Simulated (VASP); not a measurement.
# Sb (I4/mmm) in VASP: electric field gradients with PBEsol

Aim: the electric field gradients of Sb with PBEsol.

Everything below comes from runs of VASP 6.6.1. Logs are shortened: lines on timing, memory, paths and dates and some standing lists are left out, and cuts for length are marked.

### Step 1. The cell of the first run

Symmetry: I4/mmm, No. 139, tetragonal system. The conventional cell has a = 2.949 Å, b = 2.949 Å, c = 4.859 Å, α = 90.00°, β = 90.00°, γ = 90.00°. Sb (site symmetry 4/mmm) has 12 Sb at 2.95 to 3.20 Å within 3.9 Å.

### Step 2. Electric field gradients, PBEsol (21.12 Å³/atom)

The input, INCAR:

```
PREC = Accurate
ENCUT = 520
EDIFF = 1E-8
ISMEAR = -1
SIGMA = 0.03
LREAL = F
LASPH = T
NELM = 80
ALGO = Normal
ISIF = 2
LWAVE = F
LCHARG = F
GGA = PS
LEFG = T
ISYM = 0
NBANDS = 8
```

The input, KPOINTS:

```
regular mesh
0
Gamma
  13 13 15
```

The input, POSCAR:

```
Sb
1.0
   -1.4742770936      1.4742770936      2.4293735496
    1.4742770936     -1.4742770936      2.4293735496
    1.4742770936      1.4742770936     -2.4293735496
Sb
1
Direct
    0.0000000000      0.0000000000      0.0000000000
```

Potentials or basis: VASP PAW PBE potentials, release 64 (Sb).

Launch:

```bash
cat potpaw_PBE.64/Sb/POTCAR > POTCAR
mpirun -np 1 vasp_std > vasp.out
```

OUTCAR:

```text
PREC = Accurate
   ENCUT = 520
   EDIFF = 1E-8
   ISMEAR = -1
   LREAL = F
   LASPH = T
   NELM = 80
   ISIF = 2
   GGA = PS
   ISYM = 0

 ion  position               nearest neighbor table
   1  0.000  0.000  0.000-

IMPORTANT INFORMATION: All symmetrisations will be switched off!
NOSYMM: (Re-)initialisation of all symmetry stuff for point group C_1.

----------------------------------------------------------------------------------------

                                     Primitive cell

  volume of cell :      21.1209

  direct lattice vectors                    reciprocal lattice vectors
    -1.474277094  1.474277094  2.429373550     0.000000000  0.339149270  0.205814376
     1.474277094 -1.474277094  2.429373550     0.339149270  0.000000000  0.205814376
     1.474277094  1.474277094 -2.429373550     0.339149270  0.339149270  0.000000000

  length of vectors
     3.201381224  3.201381224  3.201381224     0.396713731  0.396713731  0.479629497

  position of ions in fractional coordinates (direct lattice)
     0.000000000  0.000000000  0.000000000

  ion indices of the primitive-cell ions
   primitive index   ion index
                 1           1

----------------------------------------------------------------------------------------

 KPOINTS: regular mesh

Automatic generation of k-mesh.
 Grid dimensions read from file:
 generate k-points for:   13   13   15

 Generating k-lattice:

  Cartesian coordinates                     Fractional coordinates (reciprocal lattice)
     0.000000000  0.026088405  0.015831875     0.076923077 -0.000000000  0.000000000
     0.026088405  0.000000000  0.015831875    -0.000000000  0.076923077  0.000000000
     0.022609951  0.022609951  0.000000000     0.000000000  0.000000000  0.066666667

  Length of vectors
     0.030516441  0.030516441  0.031975300

  Shift w.r.t. Gamma in fractional coordinates (k-lattice)
     0.000000000  0.000000000  0.000000000

 -----------------------------------------------------------------------------
|                                                                             |
|           W    W    AA    RRRRR   N    N  II  N    N   GGGG   !!!           |
|           W    W   A  A   R    R  NN   N  II  NN   N  G    G  !!!           |
|           W    W  A    A  R    R  N N  N  II  N N  N  G       !!!           |
|           W WW W  AAAAAA  RRRRR   N  N N  II  N  N N  G  GGG   !            |
|           WW  WW  A    A  R   R   N   NN  II  N   NN  G    G                |
|           W    W  A    A  R    R  N    N  II  N    N   GGGG   !!!           |
|                                                                             |
|     Your reciprocal lattice and k-lattice belong to different lattice       |
|     classes:                                                                |
|                                                                             |
|        The reciprocal lattice is body-centered tetragonal,                  |
|        whereas your k-lattice is base-centered monoclinic.                  |
|                                                                             |
|     Results are often still useful ...                                      |
|                                                                             |
 -----------------------------------------------------------------------------

 WARNING: IBZKPT: internal override: KBLOWUP is changed to .FALSE.
      ... skipping the blow-up phase ...

 Subroutine IBZKPT returns following result:
 ===========================================

 Found   1268 irreducible k-points:

 Following reciprocal coordinates:
            Coordinates               Weight
  0.000000  0.000000  0.000000      1.000000
  0.076923 -0.000000 -0.000000      2.000000
  0.153846  0.000000 -0.000000      2.000000
  0.230769 -0.000000  0.000000      2.000000
  0.307692  0.000000 -0.000000      2.000000
  0.384615 -0.000000  0.000000      2.000000
[... 16 lines left out ...]
  0.153846  0.153846 -0.000000      2.000000
  0.230769  0.153846 -0.000000      2.000000
 [... further k-points ...]
   k-points           NKPTS =   1268   k-points in BZ     NKDIM =   1268   number of bands    NBANDS=      8
   number of dos      NEDOS =    301   number of ions     NIONS =      1
   total plane-waves  NPLWV =  13824
   dimension x,y,z NGX =    24 NGY =   24 NGZ =   24
   dimension x,y,z NGXF=    48 NGYF=   48 NGZF=   48
   ions per type =               1
   NGX,Y,Z   is equivalent  to a cutoff of  12.46, 12.46, 12.46 a.u.
   NGXF,Y,Z  is equivalent  to a cutoff of  24.93, 24.93, 24.93 a.u.
 SYSTEM =  unknown system
   PREC   = accura    normal or accurate (medium, high low for compatibility)
   ISTART =      0    job   : 0-new  1-cont  2-samecut
   ICHARG =      2    charge: 1-file 2-atom 10-const
   ISPIN  =      1    spin polarized calculation?
   LNONCOLLINEAR =      F non collinear calculations
   LSORBIT =      F    spin-orbit coupling
   LASPH  =      T    aspherical Exc in radial PAW
   ENCUT  =  520.0 eV  38.22 Ry    6.18 a.u.   5.95  5.95  5.95*2*pi/ulx,y,z
   NELM   =     80;   NELMIN=  2; NELMDL= -5     # of ELM steps
   EDIFF  = 0.1E-07   stopping-criterion for ELM
   LREAL  =      F    real-space projection
   EDIFFG = 0.1E-06   stopping-criterion for IOM
   NSW    =      0    number of steps for IOM
   IBRION =     -1    ionic relax: 0-MD 1-quasi-New 2-CG
   NFREE  =      0    steps in history (QN), initial steepest desc. (CG)
   ISIF   =      2    stress and relaxation
   ISYM   =      0    0-nonsym 1-usesym 2-fastsym
   POTIM  = 0.5000    time-step for ionic-motion
   TEBEG  =    0.0;   TEEND  =   0.0 temperature during run
   PSTRESS=    0.0 pullay stress
   NELECT =       5.0000    total number of electrons
   NUPDOWN=      -1.0000    fix difference up-down
   EMIN   =  10.00;   EMAX   =-10.00  energy-range for DOS
   EFERMI =   0.00;   METHOD = LEGACY
   ISMEAR =    -1;   SIGMA  =   0.03  broadening in eV -4-tet -1-fermi 0-gaus
   EFERMI_NEDOS =   21; number of points for ismear=-14 and -15
   IALGO  =     38    algorithm
   IMIX   =      4    mixing-type and parameters
     AMIX     =   0.40;   BMIX     =  1.00
     AMIX_MAG =   1.60;   BMIX_MAG =  1.00
  volume/ion in A,a.u.               =      21.12       142.53
  Fermi-wavevector in a.u.,A,eV,Ry     =   1.012731  1.913784 13.954455  1.025624
  Thomas-Fermi vector in A             =   2.145858
   LORBIT       =      0    0 simple, 1 ext, 2 COOP (PROOUT), +10 PAW based schemes
   GGA     = PS    functional components
   LHFCALC =     F    Hartree Fock is set to
   AEXX    =    0.0000 exact exchange contribution
   IVDW    =     0    specifies the selected vdW correction
   LEPSILON=     F    determine dielectric tensor
   LRPA    =     F    only Hartree local field effects (RPA)
 non-spin polarized calculation
  energy-cutoff  :      520.00
  volume of cell :       21.12
 maximum number of plane-waves:       587
   NGX = 11   NGY = 11   NGZ = 11

 number of electron       4.9999999 magnetization

 Free energy of the ion-electron system (eV)
  ---------------------------------------------------
  ext. energy  EPLUGINS =         0.00000000
  ---------------------------------------------------
  free energy    TOTEN  =        -3.98627794 eV

  energy without entropy =       -3.98450071  energy(sigma->0) =       -3.98538932

 E-fermi :  11.9430     XC(G=0): -11.4113

 val. band max:       11.9426002314   @ k =  -0.0769   0.3846   0.2000
 cond. band min:      11.9441897889   @ k =  -0.3077  -0.2308   0.0667
 fundamental gap:      0.0015895574
 Fermi energy:        11.9430334911

 k-point     1 :       0.0000    0.0000    0.0000
  band No.  band energies     occupation
      1      -3.2190      2.00000
      2      19.0192      0.00000
      3      19.1985      0.00000
      4      19.2017      0.00000
      5      22.3366      0.00000
      6      22.3410      0.00000
      7      23.3372      0.00000
      8      23.3392      0.00000
[... 243 lines left out ...]
 k-point    24 :       0.2308    0.1538   -0.0000
  band No.  band energies     occupation
      1      -0.8377      2.00000
      2      10.9232      2.00000
      3      13.4616      0.00000
      4      16.0578      0.00000
      5      21.2895      0.00000
      6      22.2357      0.00000
      7      23.8836      0.00000
      8      24.9796      0.00000

 [... further k-points ...]

------------------------ aborting loop because EDIFF is reached ----------------------------------------

  FORCE on cell =-STRESS in cart. coord.  units (eV):
  Direction    XX          YY          ZZ          XY          YZ          ZX
  --------------------------------------------------------------------------------------
  -------------------------------------------------------------------------------------
  Total        3.4328496      3.4328496      2.9012842      0.0298771     -0.0489917     -0.0489917
  in kB      260.4071062    260.4071061    220.0839251      2.2663975     -3.7163830     -3.7163831
  external PRESSURE =     246.9660458 kB  Pullay stress =       0.0000000 kB

 VOLUME and BASIS-vectors are now :
 -----------------------------------------------------------------------------
  energy-cutoff  :      520.00
  volume of cell :       21.12
      direct lattice vectors                 reciprocal lattice vectors
    -1.474277094  1.474277094  2.429373550     0.000000000  0.339149270  0.205814376
     1.474277094 -1.474277094  2.429373550     0.339149270  0.000000000  0.205814376
     1.474277094  1.474277094 -2.429373550     0.339149270  0.339149270  0.000000000

 POSITION                                       TOTAL-FORCE (eV/Angst)
 -----------------------------------------------------------------------------------
      0.00000      0.00000      0.00000         0.000000     -0.000000      0.000000
 -----------------------------------------------------------------------------------
    total drift:                                0.000000     -0.000000      0.000000

  FREE ENERGIE OF THE ION-ELECTRON SYSTEM (eV)
  ---------------------------------------------------
  free  energy   TOTEN  =        -3.9862779385 eV

  energy  without entropy=       -3.9845007095  energy(sigma->0) =       -3.98538932

 Electric field gradients (V/A^2)
---------------------------------------------------------------------
 ion       V_xx      V_yy      V_zz      V_xy      V_xz      V_yz
---------------------------------------------------------------------
   1     -18.360   -18.360    36.720     3.966     1.375     1.375
---------------------------------------------------------------------

 Electric field gradients after diagonalization (V/A^2)
 (convention: |V_zz| > |V_xx| > |V_yy|)
----------------------------------------------------------------------
 ion       V_xx      V_yy      V_zz     asymmetry (V_yy - V_xx)/ V_zz
----------------------------------------------------------------------
   1     -22.326   -14.468    36.794       0.214
----------------------------------------------------------------------

           NMR quadrupolar parameters

 Cq : quadrupolar parameter    Cq=e*Q*V_zz/h
 eta: asymmetry parameters     (V_yy - V_xx)/ V_zz
 Q  : nuclear electric quadrupole moment in mb (millibarn)
----------------------------------------------------------------------
 ion       Cq(MHz)       eta       Q (mb)
----------------------------------------------------------------------
   1       0.089       0.214       1.000
----------------------------------------------------------------------
```

Wall time 90 s (1 thread of AMD EPYC 9R45 (Zen 5), shared host); peak memory 0.29 GiB.

What came out:

| Property | Result |
| --- | --- |
| Free energy | -3.9863 eV |
| Pressure | 24.7 GPa |
| Band gap on the k mesh | zero (an odd number of electrons rules out a gap without spin polarisation) |
| Largest electric field gradient by atom | Sb +36.8 V/Å² |

Stress tensor (GPa, compression positive):
```
26.04  0.23 -0.37
 0.23 26.04 -0.37
-0.37 -0.37 22.01
```

Electric field gradients, principal values (V/Å²):
```tsv
atom	least	middle	greatest (by size)
1 Sb	-14.468	-22.326	36.794
```

Caveat: the cell stands under pressure; without QUAD_EFG the Cq values of the log hold for a quadrupole moment of 1 mb, not for the nuclei; the PAW data sets were made with another functional, which shifts forces and pressure a little; spin-orbit coupling is left out, which moves the levels of the heavy elements; an odd number of electrons without spin polarisation forces a metal; a magnetic or distorted state may lie lower.
